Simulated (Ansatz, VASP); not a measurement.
# One calculation of Pd, two programs

The input INCAR:

```
PREC = Accurate ; ENCUT = 520
EDIFF = 1E-7 ; ISMEAR = -1
SIGMA = 0.05 ; LREAL = False
LASPH = True ; NELM = 100
ALGO = Fast ; ISIF = 2
LWAVE = False ; LCHARG = True
GGA = PS ; LELF = True
LVHAR = True ; NBANDS = 11
```

File KPOINTS:

```
regular mesh
0
Gamma
  12 12 12
```

File POSCAR:

```
Pd
1.0
   -0.0111260000      1.9552170000      1.9418620000
    1.9710740000      0.0063410000      1.9243950000
    1.9644410000      1.9311180000      0.0129730000
Pd
1
Direct
    0.0238370000     -0.0169870000     -0.0029670000
```

File input.yaml:

```yaml
crystal:
  lattice:
    - [-0.011126, 1.955217, 1.941862]
    - [1.971074, 0.006341, 1.924395]
    - [1.964441, 1.931118, 0.012973]
  atoms:
    - { symbol: Pd, position: [0.023837, -0.016987, -0.002967] }
kpoints:
  mp_grid: { grid: [12, 12, 12] }
scf:
  occupations: { method: fermi_dirac, width: 0.05 }
hamiltonian:
  xc: pbesol
  pseudopotentials: { kind: all_electron, lapw: { basis_error: 0.001 } }
output:
  forces: true
  stress: true
  eigenvalues: true
  populations: true
```

Change from the starting cell: cell strained at random at fixed volume.

Alike in both runs: task single point; functional PBEsol; k mesh 12 × 12 × 12; occupations fermi-dirac, width 0.05 eV; no spin polarisation.

```csv
,VASP,Ansatz
version,VASP 6.6.1,Ansatz 0.2.0
potentials or method,"VASP PAW PBE potentials, release 64 (Pd), cutoff 520 eV","all-electron LAPW, scalar-relativistic"
```

```tsv
	VASP	Ansatz	Ansatz less VASP
gap on the k mesh at the Fermi level (eV)	none	none	-
pressure (GPa)	-3.1	-2.9	+0.28
traceless stress, the component that is largest in VASP (GPa)	-1.32	-1.33	-0.007
```

VASP's potentials were made for PBE, not for PBEsol. A gap of «none» marks a metal or a gap that the smearing closes. Ansatz ran all-electron here, and VASP with PAW potentials.
